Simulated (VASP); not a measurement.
A run of VASP 6.6.1 is set up as follows.

INCAR

```
PREC     = Accurate       # precision mode
ENCUT    = 520            # plane-wave cutoff, eV
EDIFF    = 1E-6           # SCF threshold, eV
ISMEAR   = 0              # smearing method
SIGMA    = 0.05           # smearing width, eV
LREAL    = False          # projectors in reciprocal space
LASPH    = True           # aspherical terms in the spheres
NELM     = 100            # most SCF steps
ALGO     = Normal         # electronic algorithm
ISIF     = 2              # what is computed and relaxed
LWAVE    = False          # write WAVECAR
LCHARG   = True           # write CHGCAR
GGA      = RP             # functional
IVDW     = 13             # dispersion correction
LELF     = True           # ELF
LVHAR    = True         
NBANDS   = 11             # bands
```

KPOINTS

```
Automatic mesh
0
Gamma
  8 8 6
```

POSCAR

```
MgB2
1.0
    3.0217978355      0.0000000000      0.0000000000
   -1.5108989177      2.6169536907      0.0000000000
    0.0000000000      0.0000000000      3.3596993644
Mg B
1 2
Direct
    0.0000000000      0.0000000000      0.0000000000
    0.3333333333      0.6666666667      0.5000000000
    0.6666666667      0.3333333333      0.5000000000
```

Potentials or basis: VASP PAW PBE potentials, release 64 (Mg, B).

The run is started by

```sh
$ cat potpaw_PBE.64/Mg/POTCAR potpaw_PBE.64/B/POTCAR > POTCAR
$ mpirun -np 1 vasp_std > vasp.out
```

**Question.** Predict the pressure.

**Answer.** 6.3 GPa.

**Question.** Predict the band gap on the k mesh.

**Answer.** Zero (band 4 reaches 7.32 eV, above the bottom of band 5 at 4.40 eV).

**Question.** What does it give for the dispersion energy per atom?

**Answer.** -0.518 eV.

Stress tensor (GPa, compression positive):
```
6.35 0.00 0.00
0.00 6.35 0.00
0.00 0.00 6.12
```

Caveat: the PAW data sets were made with another functional, which shifts forces and pressure a little; pairwise dispersion overbinds metals, which lowers pressure and volume.
